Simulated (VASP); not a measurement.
C, 1 atom in the cell. The structure is hexagonal, space group P6/mmm (No. 191). The conventional cell has a = 4.096 Å, b = 4.096 Å, c = 1.281 Å, α = 90.00°, β = 90.00°, γ = 120.00°. Within 1.7 Å of C (site symmetry 6/mmm) lie 2 C at 1.28 Å. 

| Property | Result |
| --- | --- |
| Program | VASP 6.6.1 |
| Task | relaxation of cell and atoms |
| Functional | PBE |
| Potentials or basis | VASP PAW PBE potentials, release 64 (C) |
| Cutoff | 600 eV |
| k mesh | 9 × 9 × 20 |
| Occupations | gaussian, width 0.02 eV |
| Spin | no spin polarisation |
| Dipole correction | no |
| Further INCAR settings | ALGO = Normal; EDIFF = 1e-07; IBRION = 2; EDIFFG = -0.01; NSW = 100; ISIF = 3 |

Potentials or basis: VASP PAW PBE potentials, release 64 (C).

Launch:

```bash
$ cat potpaw_PBE.64/C/POTCAR > POTCAR
$ mpirun -np 1 vasp_std > vasp.out
```

Hardware: 1 thread of Intel(R) Xeon(R) Platinum 8375C CPU @ 2.90GHz (Ice Lake), with other jobs on the host.

Estimate the wall time of this run.

Run time: 63 s on 1 thread of Intel(R) Xeon(R) Platinum 8375C CPU @ 2.90GHz (Ice Lake), on a shared host, peak memory 0.14 GiB. Counts: scf iterations 98, k points 132, ion steps 14.
